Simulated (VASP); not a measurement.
A run of VASP 6.6.1:

Contents of INCAR:

```
SYSTEM = Pb
  ALGO = Normal
  EDIFF = 1E-6
  ENCUT = 520
  ISIF = 2
  ISMEAR = -1
  LASPH = .TRUE.
  LCHARG = .FALSE.
  LREAL = .FALSE.
  LWAVE = .FALSE.
  NBANDS = 21
  NELM = 100
  PREC = Accurate
  SIGMA = 0.05
```

Contents of KPOINTS:

```
k-points
0
G
  11 11 11
  0 0 0
```

Contents of POSCAR:

```
Pb
1.0
    0.0000000000      3.4118954541      3.4118954541
    3.4118954541      0.0000000000      3.4118954541
    3.4118954541      3.4118954541      0.0000000000
Pb
2
Direct
   -0.1250000000     -0.1250000000     -0.1250000000
    0.1250000000      0.1250000000      0.1250000000
```

Potentials or basis: VASP PAW LDA potentials, release 64 (Pb_d).

Command:

```console
$ cat potpaw_LDA.64/Pb_d/POTCAR > POTCAR
$ mpirun -np 1 vasp_std > vasp.out
```

Hardware: 1 thread of Intel(R) Xeon(R) 6975P-C (Granite Rapids), on a shared host.

Problem. How long does it take, and how much memory?

Solution. Run time: 27 s on 1 thread of Intel(R) Xeon(R) 6975P-C (Granite Rapids), with other jobs on the host, peak memory 0.21 GiB. Counts: scf iterations 11, k points 56.
